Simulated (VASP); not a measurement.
# PtSe2 (P-3m1) in VASP: single point with r2SCAN+rVV10

Aim: the single point of PtSe2 with r2SCAN+rVV10.

Everything below comes from runs of VASP 6.6.1. Logs are shortened: lines on timing, memory, paths and dates and some standing lists are left out, and cuts for length are marked.

### Step 1. The cell of the first run

Symmetry: P-3m1, No. 164, trigonal system. The conventional cell has a = 3.729 Å, b = 3.729 Å, c = 5.272 Å, α = 90.00°, β = 90.00°, γ = 120.00°. Pt (site symmetry -3m) has 6 Se at 2.51 Å within 3.3 Å. Se (site symmetry 3m) has 3 Pt at 2.51 Å within 3.3 Å.

### Step 2. Single point, r2SCAN+rVV10

Input file POSCAR:

```
PtSe2
1.0
    3.7291967658      0.0000000000      0.0000000000
   -1.8645983829      3.2295791349      0.0000000000
    0.0000000000      0.0000000000      5.2719648421
Pt Se
1 2
Direct
    0.0000000000      0.0000000000      0.0000000000
    0.3333333333      0.6666666667      0.2463819557
    0.6666666667      0.3333333333      0.7536180443
```

Input file INCAR.step1:

```
SYSTEM = PtSe2
PREC     = Accurate       ! precision mode
ENCUT    = 520            ! plane-wave cutoff, eV
ISMEAR   = 0              ! smearing method
SIGMA    = 0.02           ! smearing width, eV
LREAL    = .False.        ! projectors in reciprocal space
LASPH    = .True.         ! aspherical terms in the spheres
NELM     = 100            ! most SCF steps
NBANDS   = 18             ! bands
GGA      = PE             ! functional
ALGO     = Normal         ! electronic algorithm
EDIFF    = 1E-4           ! SCF threshold, eV
LWAVE    = .True.         ! write WAVECAR
LCHARG   = .False.        ! write CHGCAR
```

Input file INCAR.step2:

```
SYSTEM = PtSe2
PREC     = Accurate       ! precision mode
ENCUT    = 520            ! plane-wave cutoff, eV
EDIFF    = 1E-6           ! SCF threshold, eV
ISMEAR   = 0              ! smearing method
SIGMA    = 0.02           ! smearing width, eV
LREAL    = .False.        ! projectors in reciprocal space
LASPH    = .True.         ! aspherical terms in the spheres
NELM     = 100            ! most SCF steps
ALGO     = Normal         ! electronic algorithm
ISIF     = 2              ! what is computed and relaxed
LWAVE    = .False.        ! write WAVECAR
LCHARG   = .False.        ! write CHGCAR
METAGGA  = R2SCAN         ! meta-GGA
LMIXTAU  = .True.       
LUSE_VDW = .True.       
IVDW_NL  = 2            
BPARAM   = 11.95        
CPARAM   = 0.0093       
NBANDS   = 18             ! bands
ISTART   = 1
```

Input file KPOINTS:

```
Automatic mesh
0
Gamma
  14 14 10
  0 0 0
```

Potentials or basis: VASP PAW PBE potentials, release 64 (Pt, Se).

Command:

```
cat potpaw_PBE.64/Pt/POTCAR potpaw_PBE.64/Se/POTCAR > POTCAR
cp INCAR.step1 INCAR
mpirun -np 1 vasp_std > vasp.out
cp INCAR.step2 INCAR
mpirun -np 1 vasp_std > vasp.out
```

OUTCAR:

```text
SYSTEM = PtSe2
   PREC = Accurate
   ENCUT = 520
   EDIFF = 1E-6
   ISMEAR = 0
   LREAL = .False.
   LASPH = .True.
   NELM = 100
   ISIF = 2
   METAGGA = R2SCAN
   IVDW_NL = 2
   BPARAM = 11.95
   ISTART = 1

 ion  position               nearest neighbor table
   1  0.000  0.000  0.000-   2 2.51   3 2.51   3 2.51   2 2.51   3 2.51   2 2.51
   2  0.333  0.667  0.246-   1 2.51   1 2.51   1 2.51
   3  0.667  0.333  0.754-   1 2.51   1 2.51   1 2.51

  LATTYP: Found a hexagonal cell.
 ALAT       =     3.7291967658
 C/A-ratio  =     1.4136998322

  Lattice vectors:

 A1 = (   3.7291967658,   0.0000000000,   0.0000000000)
 A2 = (  -1.8645983829,   3.2295791349,   0.0000000000)
 A3 = (   0.0000000000,   0.0000000000,   5.2719648421)

Analysis of symmetry for initial positions (statically):
=====================================================================
 Subroutine PRICEL returns:
 Original cell was already a primitive cell.

 Routine SETGRP: Setting up the symmetry group for a
 hexagonal supercell.

 Subroutine GETGRP returns: Found 12 space group operations
 (whereof 12 operations were pure point group operations)
 out of a pool of 24 trial point group operations.

The static configuration has the point symmetry D_3d.

Analysis of symmetry for dynamics (positions and initial velocities):
=====================================================================
 Subroutine PRICEL returns:
 Original cell was already a primitive cell.

 Routine SETGRP: Setting up the symmetry group for a
 hexagonal supercell.

 Subroutine GETGRP returns: Found 12 space group operations
 (whereof 12 operations were pure point group operations)
 out of a pool of 24 trial point group operations.

The dynamic configuration has the point symmetry D_3d.

 Subroutine INISYM returns: Found 12 space group operations
 (whereof 12 operations are pure point group operations),
 and found     1 'primitive' translations

----------------------------------------------------------------------------------------

                                     Primitive cell

  volume of cell :      63.4942

  direct lattice vectors                    reciprocal lattice vectors
     3.729196766  0.000000000  0.000000000     0.268154260  0.154818934  0.000000000
    -1.864598383  3.229579135  0.000000000     0.000000000  0.309637869  0.000000000
     0.000000000  0.000000000  5.271964842     0.000000000  0.000000000  0.189682600

  length of vectors
     3.729196766  3.729196766  5.271964842     0.309637869  0.309637869  0.189682600

  position of ions in fractional coordinates (direct lattice)
     0.000000000  0.000000000  0.000000000
     0.333333333  0.666666667  0.246381956
     0.666666667  0.333333333  0.753618044

  ion indices of the primitive-cell ions
   primitive index   ion index
                 1           1
                 2           2
                 3           3

----------------------------------------------------------------------------------------

 KPOINTS: Automatic mesh

Automatic generation of k-mesh.
 Grid dimensions read from file:
 generate k-points for:   14   14   10

 Generating k-lattice:

  Cartesian coordinates                     Fractional coordinates (reciprocal lattice)
     0.019153876  0.011058495  0.000000000     0.071428571 -0.000000000  0.000000000
     0.000000000  0.022116991  0.000000000     0.000000000  0.071428571  0.000000000
     0.000000000  0.000000000  0.018968260     0.000000000  0.000000000  0.100000000

  Length of vectors
     0.022116991  0.022116991  0.018968260

  Shift w.r.t. Gamma in fractional coordinates (k-lattice)
     0.000000000  0.000000000  0.000000000

 Subroutine IBZKPT returns following result:
 ===========================================

 Found    208 irreducible k-points:

 Following reciprocal coordinates:
            Coordinates               Weight
  0.000000  0.000000  0.000000      1.000000
  0.071429  0.000000  0.000000      6.000000
  0.142857  0.000000  0.000000      6.000000
  0.214286  0.000000  0.000000      6.000000
  0.285714  0.000000  0.000000      6.000000
  0.357143  0.000000  0.000000      6.000000
[... 16 lines left out ...]
  0.285714  0.285714  0.000000      6.000000
  0.357143  0.285714  0.000000      6.000000
 [... further k-points ...]
   k-points           NKPTS =    208   k-points in BZ     NKDIM =    208   number of bands    NBANDS=     18
   number of dos      NEDOS =    301   number of ions     NIONS =      3
   total plane-waves  NPLWV =  31360
   dimension x,y,z NGX =    28 NGY =   28 NGZ =   40
   dimension x,y,z NGXF=    56 NGYF=   56 NGZF=   80
   ions per type =               1   2
   NGX,Y,Z   is equivalent  to a cutoff of  12.48, 12.48, 12.61 a.u.
   NGXF,Y,Z  is equivalent  to a cutoff of  24.96, 24.96, 25.23 a.u.
 SYSTEM =  PtSe2
   PREC   = accura    normal or accurate (medium, high low for compatibility)
   ISTART =      1    job   : 0-new  1-cont  2-samecut
   ICHARG =      0    charge: 1-file 2-atom 10-const
   ISPIN  =      1    spin polarized calculation?
   LNONCOLLINEAR =      F non collinear calculations
   LSORBIT =      F    spin-orbit coupling
   LASPH  =      T    aspherical Exc in radial PAW
   ENCUT  =  520.0 eV  38.22 Ry    6.18 a.u.   6.93  6.93  9.80*2*pi/ulx,y,z
   NELM   =    100;   NELMIN=  2; NELMDL=  0     # of ELM steps
   EDIFF  = 0.1E-05   stopping-criterion for ELM
   LREAL  =      F    real-space projection
   EDIFFG = 0.1E-04   stopping-criterion for IOM
   NSW    =      0    number of steps for IOM
   IBRION =     -1    ionic relax: 0-MD 1-quasi-New 2-CG
   NFREE  =      0    steps in history (QN), initial steepest desc. (CG)
   ISIF   =      2    stress and relaxation
   ISYM   =      2    0-nonsym 1-usesym 2-fastsym
   POTIM  = 0.5000    time-step for ionic-motion
   TEBEG  =    0.0;   TEEND  =   0.0 temperature during run
   PSTRESS=    0.0 pullay stress
   NELECT =      22.0000    total number of electrons
   NUPDOWN=      -1.0000    fix difference up-down
   EMIN   =  10.00;   EMAX   =-10.00  energy-range for DOS
   EFERMI =   0.00;   METHOD = LEGACY
   ISMEAR =     0;   SIGMA  =   0.02  broadening in eV -4-tet -1-fermi 0-gaus
   EFERMI_NEDOS =   21; number of points for ismear=-14 and -15
   IALGO  =     38    algorithm
   IMIX   =      4    mixing-type and parameters
     AMIX     =   0.40;   BMIX     =  1.00
     AMIX_MAG =   1.60;   BMIX_MAG =  1.00
  volume/ion in A,a.u.               =      21.16       142.83
  Fermi-wavevector in a.u.,A,eV,Ry     =   1.149841  2.172885 17.988731  1.322134
  Thomas-Fermi vector in A             =   2.286508
   LORBIT       =      0    0 simple, 1 ext, 2 COOP (PROOUT), +10 PAW based schemes
   METAGGA = R2SCAN    functional components
   LHFCALC =     F    Hartree Fock is set to
   AEXX    =    0.0000 exact exchange contribution
   IVDW_NL    =     2    kernel type
   BPARAM     =11.9500
   IVDW    =     0    specifies the selected vdW correction
   LEPSILON=     F    determine dielectric tensor
   LRPA    =     F    only Hartree local field effects (RPA)
 non-spin polarized calculation
 Gauss-broadening in eV      SIGMA  =   0.02
  energy-cutoff  :      520.00
  volume of cell :       63.49
 maximum number of plane-waves:      1734
   NGX = 13   NGY = 13   NGZ = 19

 number of electron      21.9999999 magnetization

 Free energy of the ion-electron system (eV)
  ---------------------------------------------------
  ext. energy  EPLUGINS =         0.00000000
  ---------------------------------------------------
  free energy    TOTEN  =       -81.01382451 eV

  energy without entropy =      -81.01380286  energy(sigma->0) =      -81.01381368

 E-fermi :   5.8453     XC(G=0): -11.0608

 val. band max:        5.7887759792   @ k =   0.0000   0.0714   0.1000
 cond. band min:       5.8589937747   @ k =   0.0714   0.0000   0.0000
 fundamental gap:      0.0702177954
 Fermi energy:         5.8453140575

 k-point     1 :       0.0000    0.0000    0.0000
  band No.  band energies     occupation
      1     -10.2513      2.00000
      2      -7.6517      2.00000
      3      -1.4571      2.00000
      4      -0.7291      2.00000
      5      -0.7291      2.00000
      6       1.6463      2.00000
[... 10 lines left out ...]
     17      13.5578      0.00000
     18      18.1213      0.00000

 k-point     2 :       0.0714    0.0000    0.0000
  band No.  band energies     occupation
      1     -10.1928      2.00000
      2      -7.6715      2.00000
      3      -1.3877      2.00000
      4      -0.6982      2.00000
      5      -0.6918      2.00000
      6       1.5748      2.00000
[... 10 lines left out ...]
     17      13.7579      0.00000
     18      17.0901      0.00000

 k-point     3 :       0.1429    0.0000    0.0000
  band No.  band energies     occupation
      1     -10.0219      2.00000
      2      -7.7278      2.00000
      3      -1.1879      2.00000
      4      -0.6014      2.00000
      5      -0.5870      2.00000
      6       1.3152      2.00000
[... 10 lines left out ...]
     17      14.2692      0.00000
     18      15.6832      0.00000

 k-point     4 :       0.2143    0.0000    0.0000
  band No.  band energies     occupation
      1      -9.7530      2.00000
      2      -7.8134      2.00000
      3      -0.8999      2.00000
      4      -0.4384      2.00000
      5      -0.4201      2.00000
      6       0.7855      2.00000
[... 375 lines left out ...]
      4      -0.3902      2.00000
      5       0.0990      2.00000
      6       0.7549      2.00000
[... 10 lines left out ...]
     17      15.5328      0.00000
     18      15.9697      0.00000

 k-point    23 :       0.2857    0.2857    0.0000
  band No.  band energies     occupation
      1      -8.4419      2.00000
      2      -8.1998      2.00000
      3      -1.1536      2.00000
      4      -0.3192      2.00000
      5      -0.3009      2.00000
      6       0.8531      2.00000
[... 10 lines left out ...]
     17      15.3494      0.00000
     18      15.8942      0.00000

 k-point    24 :       0.3571    0.2857    0.0000
  band No.  band energies     occupation
      1      -8.3177      2.00000
      2      -8.2650      2.00000
      3      -1.1917      2.00000
      4      -0.4362      2.00000
      5      -0.3107      2.00000
      6       0.8766      2.00000
[... 10 lines left out ...]
     17      15.1781      0.00000
     18      16.5692      0.00000

 [... further k-points ...]

------------------------ aborting loop because EDIFF is reached ----------------------------------------

  FORCE on cell =-STRESS in cart. coord.  units (eV):
  Direction    XX          YY          ZZ          XY          YZ          ZX
  --------------------------------------------------------------------------------------
  -------------------------------------------------------------------------------------
  Total        0.2046410      0.2046410      0.1434638      0.0000000      0.0000000      0.0000000
  in kB        5.1638005      5.1638005      3.6200886      0.0000000      0.0000000      0.0000000
  external PRESSURE =       4.6492298 kB  Pullay stress =       0.0000000 kB

 VOLUME and BASIS-vectors are now :
 -----------------------------------------------------------------------------
  energy-cutoff  :      520.00
  volume of cell :       63.49
      direct lattice vectors                 reciprocal lattice vectors
     3.729196766  0.000000000  0.000000000     0.268154260  0.154818934  0.000000000
    -1.864598383  3.229579135  0.000000000     0.000000000  0.309637869  0.000000000
     0.000000000  0.000000000  5.271964842     0.000000000  0.000000000  0.189682600

 POSITION                                       TOTAL-FORCE (eV/Angst)
 -----------------------------------------------------------------------------------
      0.00000      0.00000      0.00000        -0.000000      0.000000     -0.000000
     -0.00000      2.15305      1.29892         0.000000     -0.000000      0.038034
      1.86460      1.07653      3.97305        -0.000000      0.000000     -0.038034
 -----------------------------------------------------------------------------------
    total drift:                               -0.000000      0.000000      0.000000

  FREE ENERGIE OF THE ION-ELECTRON SYSTEM (eV)
  ---------------------------------------------------
  free  energy   TOTEN  =       -81.0138245056 eV

  energy  without entropy=      -81.0138028573  energy(sigma->0) =      -81.01381368
```

It took 6.4 min on 1 thread of Intel Xeon 6975P-C (Granite Rapids), shared host; peak memory 0.48 GiB.

What came out:

* Free energy: -81.0138 eV
* Pressure: 0.5 GPa
* Largest force: 0.038 eV/Å
* Band gap on the k mesh: zero (band 11 reaches 5.96 eV, above the bottom of band 12 at 5.72 eV)

Forces in eV/Å, atoms in the order of the input:
```
Pt   0.000  0.000  0.000
Se   0.000  0.000  0.038
Se   0.000  0.000 -0.038
```

Levels at points of the mesh, in eV from the Fermi level:
```
           k point  band 7  band 8  band 9  band 10  band 11  band 12  band 13  band 14  band 15  band 16
(0.00, 0.00, 0.00)   -4.20   -2.81   -1.17    -1.17     0.11     1.54     1.54     4.18     4.48     7.71
(0.50, 0.00, 0.00)   -3.74   -3.69   -3.58    -3.50    -3.13     0.74     2.20     4.84     6.09     7.32
(0.00, 0.00, 0.50)   -4.22   -3.02   -1.90    -1.51    -1.51     2.21     2.21     5.12     6.48     7.26
(0.50, 0.00, 0.50)   -3.72   -3.69   -3.39    -2.94    -1.65     1.08     1.56     4.48     5.08     7.31
```

Caveat: the PAW data sets were made with another functional, which shifts forces and pressure a little; spin-orbit coupling is left out, which moves the levels of the heavy elements.
